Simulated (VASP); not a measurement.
# AgBr (Fm-3m) in VASP: single point with PBE

Aim: the single point of AgBr with PBE.

Program: VASP 6.6.1. These are calculated values, not measurements. Logs are shortened: lines on timing, memory, paths and dates and some standing lists are left out, and cuts for length are marked.

### 1 The cell of the first run

The structure is cubic, space group Fm-3m (No. 225). Conventional cell: a = 5.841 Å, b = 5.841 Å, c = 5.841 Å, α = 90.00°, β = 90.00°, γ = 90.00°. Ag (site symmetry m-3m) has 6 Br at 2.92 Å within 3.8 Å. Br (site symmetry m-3m) has 6 Ag at 2.92 Å within 3.8 Å.

### 2 Single point, PBE

POSCAR

```
AgBr
1.0
    0.0000000000      2.9202557254      2.9202557254
    2.9202557254      0.0000000000      2.9202557254
    2.9202557254      2.9202557254      0.0000000000
Ag Br
1 1
Direct
    0.5000000000      0.5000000000      0.5000000000
    0.0000000000      0.0000000000      0.0000000000
```

INCAR.step1

```
PREC = Accurate ; ENCUT = 400
EDIFF = 1E-6 ; ISMEAR = 0
SIGMA = 0.05 ; LREAL = False
LASPH = True ; NELM = 120
ALGO = Normal ; ISIF = 2
LWAVE = False ; LCHARG = True
LMAXMIX = 4 ; GGA = PE
NBANDS = 16 ; GGA_COMPAT = False
NEDOS = 2001 ; LORBIT = 11
```

KPOINTS.step1

```
Automatic mesh
0
Gamma
  10 10 10
```

INCAR.step2

```
PREC = Accurate ; ENCUT = 400
EDIFF = 1E-6 ; ISMEAR = -5
SIGMA = 0.05 ; LREAL = False
LASPH = True ; NELM = 120
ALGO = Normal ; ISIF = 2
LWAVE = False ; LCHARG = False
LMAXMIX = 4 ; GGA = PE
LORBIT = 10 ; NEDOS = 1001
ICHARG = 11 ; GGA_COMPAT = False
```

KPOINTS.step2

```
Automatic mesh
0
Gamma
  15 15 15
```

Potentials or basis: VASP PAW PBE potentials, release 64 (Ag, Br).

Launch:

```console
$ cat potpaw_PBE.64/Ag/POTCAR potpaw_PBE.64/Br/POTCAR > POTCAR
$ cp INCAR.step1 INCAR
$ cp KPOINTS.step1 KPOINTS
$ mpirun -np 1 vasp_std > vasp.out
$ cp INCAR.step2 INCAR
$ cp KPOINTS.step2 KPOINTS
$ mpirun -np 1 vasp_std > vasp.out
```

OUTCAR:

```text
PREC = Accurate
   ENCUT = 400
   EDIFF = 1E-6
   ISMEAR = -5
   LREAL = False
   LASPH = True
   NELM = 120
   ISIF = 2
   GGA = PE
   LORBIT = 10
   ICHARG = 11

 ion  position               nearest neighbor table
   1  0.500  0.500  0.500-   2 2.92   2 2.92   2 2.92   2 2.92   2 2.92   2 2.92
   2  0.000  0.000  0.000-   1 2.92   1 2.92   1 2.92   1 2.92   1 2.92   1 2.92

  LATTYP: Found a face centered cubic cell.
 ALAT       =     5.8405114508

  Lattice vectors:

 A1 = (   0.0000000000,   2.9202557254,   2.9202557254)
 A2 = (   2.9202557254,   0.0000000000,   2.9202557254)
 A3 = (   2.9202557254,   2.9202557254,   0.0000000000)

Analysis of symmetry for initial positions (statically):
=====================================================================
 Subroutine PRICEL returns:
 Original cell was already a primitive cell.

 Routine SETGRP: Setting up the symmetry group for a
 face centered cubic supercell.

 Subroutine GETGRP returns: Found 48 space group operations
 (whereof 48 operations were pure point group operations)
 out of a pool of 48 trial point group operations.

The static configuration has the point symmetry O_h .

Analysis of symmetry for dynamics (positions and initial velocities):
=====================================================================
 Subroutine PRICEL returns:
 Original cell was already a primitive cell.

 Routine SETGRP: Setting up the symmetry group for a
 face centered cubic supercell.

 Subroutine GETGRP returns: Found 48 space group operations
 (whereof 48 operations were pure point group operations)
 out of a pool of 48 trial point group operations.

The dynamic configuration has the point symmetry O_h .

 Subroutine INISYM returns: Found 48 space group operations
 (whereof 48 operations are pure point group operations),
 and found     1 'primitive' translations

----------------------------------------------------------------------------------------

                                     Primitive cell

  volume of cell :      49.8073

  direct lattice vectors                    reciprocal lattice vectors
     0.000000000  2.920255725  2.920255725    -0.171217882  0.171217882  0.171217882
     2.920255725  0.000000000  2.920255725     0.171217882 -0.171217882  0.171217882
     2.920255725  2.920255725  0.000000000     0.171217882  0.171217882 -0.171217882

  length of vectors
     4.129865252  4.129865252  4.129865252     0.296558071  0.296558071  0.296558071

  position of ions in fractional coordinates (direct lattice)
     0.500000000  0.500000000  0.500000000
     0.000000000  0.000000000  0.000000000

  ion indices of the primitive-cell ions
   primitive index   ion index
                 1           1
                 2           2

----------------------------------------------------------------------------------------

 KPOINTS: Automatic mesh

Automatic generation of k-mesh.
 Grid dimensions read from file:
 generate k-points for:   15   15   15

 Generating k-lattice:

  Cartesian coordinates                     Fractional coordinates (reciprocal lattice)
    -0.011414525  0.011414525  0.011414525     0.066666667  0.000000000  0.000000000
     0.011414525 -0.011414525  0.011414525     0.000000000  0.066666667  0.000000000
     0.011414525  0.011414525 -0.011414525     0.000000000  0.000000000  0.066666667

  Length of vectors
     0.019770538  0.019770538  0.019770538

  Shift w.r.t. Gamma in fractional coordinates (k-lattice)
     0.000000000  0.000000000  0.000000000

 TETIRR: Found    484 inequivalent tetrahedra from    20250

 Subroutine IBZKPT returns following result:
 ===========================================

 Found    120 irreducible k-points:

 Following reciprocal coordinates:
            Coordinates               Weight
  0.000000  0.000000  0.000000      1.000000
  0.066667  0.000000  0.000000      8.000000
  0.133333  0.000000  0.000000      8.000000
  0.200000  0.000000  0.000000      8.000000
  0.266667  0.000000  0.000000      8.000000
  0.333333  0.000000  0.000000      8.000000
[... 16 lines left out ...]
  0.133333  0.133333  0.000000      6.000000
  0.200000  0.133333  0.000000     24.000000
 [... further k-points ...]
   k-points           NKPTS =    120   k-points in BZ     NKDIM =    120   number of bands    NBANDS=     13
   number of dos      NEDOS =   1001   number of ions     NIONS =      2
   total plane-waves  NPLWV =  21952
   dimension x,y,z NGX =    28 NGY =   28 NGZ =   28
   dimension x,y,z NGXF=    56 NGYF=   56 NGZF=   56
   ions per type =               1   1
   NGX,Y,Z   is equivalent  to a cutoff of  11.27, 11.27, 11.27 a.u.
   NGXF,Y,Z  is equivalent  to a cutoff of  22.54, 22.54, 22.54 a.u.
 SYSTEM =  unknown system
   PREC   = accura    normal or accurate (medium, high low for compatibility)
   ISTART =      0    job   : 0-new  1-cont  2-samecut
   ICHARG =     11    charge: 1-file 2-atom 10-const
   ISPIN  =      1    spin polarized calculation?
   LNONCOLLINEAR =      F non collinear calculations
   LSORBIT =      F    spin-orbit coupling
   LASPH  =      T    aspherical Exc in radial PAW
   ENCUT  =  400.0 eV  29.40 Ry    5.42 a.u.   6.73  6.73  6.73*2*pi/ulx,y,z
   NELM   =    120;   NELMIN=  2; NELMDL=  0     # of ELM steps
   EDIFF  = 0.1E-05   stopping-criterion for ELM
   LREAL  =      F    real-space projection
   EDIFFG = 0.1E-04   stopping-criterion for IOM
   NSW    =      0    number of steps for IOM
   IBRION =     -1    ionic relax: 0-MD 1-quasi-New 2-CG
   NFREE  =      0    steps in history (QN), initial steepest desc. (CG)
   ISIF   =      2    stress and relaxation
   ISYM   =      2    0-nonsym 1-usesym 2-fastsym
   POTIM  = 0.5000    time-step for ionic-motion
   TEBEG  =    0.0;   TEEND  =   0.0 temperature during run
   PSTRESS=    0.0 pullay stress
   NELECT =      18.0000    total number of electrons
   NUPDOWN=      -1.0000    fix difference up-down
   EMIN   =  10.00;   EMAX   =-10.00  energy-range for DOS
   EFERMI =   0.00;   METHOD = LEGACY
   ISMEAR =    -5;   SIGMA  =   0.05  broadening in eV -4-tet -1-fermi 0-gaus
   EFERMI_NEDOS =   21; number of points for ismear=-14 and -15
   IALGO  =     38    algorithm
   IMIX   =      4    mixing-type and parameters
     AMIX     =   0.40;   BMIX     =  1.00
     AMIX_MAG =   1.60;   BMIX_MAG =  1.00
  volume/ion in A,a.u.               =      24.90       168.06
  Fermi-wavevector in a.u.,A,eV,Ry     =   1.166097  2.203604 18.500969  1.359783
  Thomas-Fermi vector in A             =   2.302615
   LORBIT       =     10    0 simple, 1 ext, 2 COOP (PROOUT), +10 PAW based schemes
   GGA     = PE    functional components
   LHFCALC =     F    Hartree Fock is set to
   AEXX    =    0.0000 exact exchange contribution
   IVDW    =     0    specifies the selected vdW correction
   LEPSILON=     F    determine dielectric tensor
   LRPA    =     F    only Hartree local field effects (RPA)
 non-spin polarized calculation
 Fermi weights with tetrahedron method with Bloechl corrections
  energy-cutoff  :      400.00
  volume of cell :       49.81
 maximum number of plane-waves:       926

 number of electron      17.9999994 magnetization

 Free energy of the ion-electron system (eV)
  ---------------------------------------------------
  ext. energy  EPLUGINS =         0.00000000
  ---------------------------------------------------
  free energy    TOTEN  =        -4.99965289 eV

  energy without entropy =       -4.99965289  energy(sigma->0) =       -4.99965289

 E-fermi :   2.9874     XC(G=0):  -9.5976

 val. band max:        2.9859555350   @ k =   0.4667   0.0000   0.0000
 cond. band min:       3.6869084359   @ k =   0.0000   0.0000   0.0000
 fundamental gap:      0.7009529009
 Fermi energy:         2.9874149140

 k-point     1 :       0.0000    0.0000    0.0000
  band No.  band energies     occupation
      1     -11.7564      2.00000
      2       0.4133      2.00000
      3       0.4133      2.00000
      4       0.4135      2.00000
      5       0.4135      2.00000
      6       0.4135      2.00000
      7       1.2500      2.00000
      8       1.2500      2.00000
      9       1.2500      2.00000
     10       3.6869      0.00000
     11      12.9274      0.00000
     12      12.9274      0.00000
     13      12.9274      0.00000

 k-point     2 :       0.0667    0.0000    0.0000
  band No.  band energies     occupation
      1     -11.7411      2.00000
      2       0.2782      2.00000
      3       0.2782      2.00000
      4       0.3451      2.00000
      5       0.4245      2.00000
      6       0.4245      2.00000
      7       1.0878      2.00000
      8       1.4024      2.00000
      9       1.4024      2.00000
     10       3.9617      0.00000
     11      12.3749      0.00000
     12      12.8592      0.00000
     13      12.8592      0.00000

 k-point     3 :       0.1333    0.0000    0.0000
  band No.  band energies     occupation
      1     -11.6973      2.00000
      2       0.0182      2.00000
      3       0.0182      2.00000
      4       0.0520      2.00000
      5       0.4561      2.00000
      6       0.4561      2.00000
      7       0.8853      2.00000
      8       1.7137      2.00000
      9       1.7137      2.00000
     10       4.5839      0.00000
     11      11.5021      0.00000
     12      12.4574      0.00000
     13      12.4574      0.00000

 k-point     4 :       0.2000    0.0000    0.0000
  band No.  band energies     occupation
      1     -11.6313      2.00000
      2      -0.4371      2.00000
      3      -0.2459      2.00000
      4      -0.2459      2.00000
      5       0.5033      2.00000
      6       0.5033      2.00000
      7       0.8395      2.00000
      8       2.0566      2.00000
      9       2.0566      2.00000
     10       5.3052      0.00000
     11      10.6794      0.00000
     12      11.7674      0.00000
     13      11.7674      0.00000

 k-point     5 :       0.2667    0.0000    0.0000
  band No.  band energies     occupation
      1     -11.5531      2.00000
      2      -0.9405      2.00000
      3      -0.4762      2.00000
      4      -0.4762      2.00000
      5       0.5585      2.00000
      6       0.5585      2.00000
      7       0.8670      2.00000
      8       2.3836      2.00000
      9       2.3836      2.00000
     10       5.9810      0.00000
     11      10.0045      0.00000
     12      11.0822      0.00000
     13      11.0822      0.00000
[... 257 lines left out ...]
 k-point    22 :      -0.0667    0.0667    0.0000
  band No.  band energies     occupation
      1     -11.7165      2.00000
      2       0.0515      2.00000
      3       0.0876      2.00000
      4       0.3045      2.00000
      5       0.4317      2.00000
      6       0.4521      2.00000
      7       1.0848      2.00000
      8       1.2997      2.00000
      9       1.7081      2.00000
     10       4.3482      0.00000
     11      11.9746      0.00000
     12      12.2902      0.00000
     13      13.0191      0.00000

 k-point    23 :       0.1333    0.1333    0.0000
  band No.  band energies     occupation
      1     -11.6798      2.00000
      2      -0.4363      2.00000
      3       0.2967      2.00000
      4       0.2967      2.00000
      5       0.3742      2.00000
      6       0.4362      2.00000
      7       1.3224      2.00000
      8       1.3224      2.00000
      9       1.4383      2.00000
     10       4.9362      0.00000
     11      11.5180      0.00000
     12      11.8250      0.00000
     13      12.4429      0.00000

 k-point    24 :       0.2000    0.1333    0.0000
  band No.  band energies     occupation
      1     -11.6330      2.00000
      2      -0.6971      2.00000
      3       0.1321      2.00000
      4       0.1398      2.00000
      5       0.3974      2.00000
      6       0.4947      2.00000
      7       1.0921      2.00000
      8       1.4424      2.00000
      9       1.7673      2.00000
     10       5.4864      0.00000
     11      10.6764      0.00000
     12      11.3579      0.00000
     13      12.2559      0.00000

 [... further k-points ...]
[... 5 lines left out ...]
  --------------------------------------------------------------------------------------
  -------------------------------------------------------------------------------------
  Total       -0.0691960     -0.0691960     -0.0691960      0.0000000     -0.0000000      0.0000000
  in kB       -2.2258643     -2.2258643     -2.2258643      0.0000000     -0.0000000      0.0000000
  external PRESSURE =      -2.2258643 kB  Pullay stress =       0.0000000 kB

 VOLUME and BASIS-vectors are now :
 -----------------------------------------------------------------------------
  energy-cutoff  :      400.00
  volume of cell :       49.81
      direct lattice vectors                 reciprocal lattice vectors
     0.000000000  2.920255725  2.920255725    -0.171217882  0.171217882  0.171217882
     2.920255725  0.000000000  2.920255725     0.171217882 -0.171217882  0.171217882
     2.920255725  2.920255725  0.000000000     0.171217882  0.171217882 -0.171217882

 POSITION                                       TOTAL-FORCE (eV/Angst)
 -----------------------------------------------------------------------------------
      2.92026      2.92026      2.92026        -0.000000     -0.000000      0.000000
      0.00000      0.00000      0.00000         0.000000      0.000000     -0.000000
 -----------------------------------------------------------------------------------
    total drift:                                0.000000      0.000000      0.000000

  FREE ENERGIE OF THE ION-ELECTRON SYSTEM (eV)
  ---------------------------------------------------
  free  energy   TOTEN  =        -4.9996528927 eV

  energy  without entropy=       -4.9996528927  energy(sigma->0) =       -4.99965289

 total charge

# of ion       s       p       d       tot
------------------------------------------
    1        0.213   0.135   9.353   9.701
    2        1.616   3.190   0.022   4.827
--------------------------------------------------
tot          1.829   3.325   9.375  14.529
```

It took 29 s on 1 thread of Intel Xeon 6975P-C (Granite Rapids), shared host; peak memory 0.19 GiB.

What came out:

| Quantity | Value |
| --- | --- |
| Valence electrons inside the program's atomic spheres | Ag 9.70; Br 4.83 |
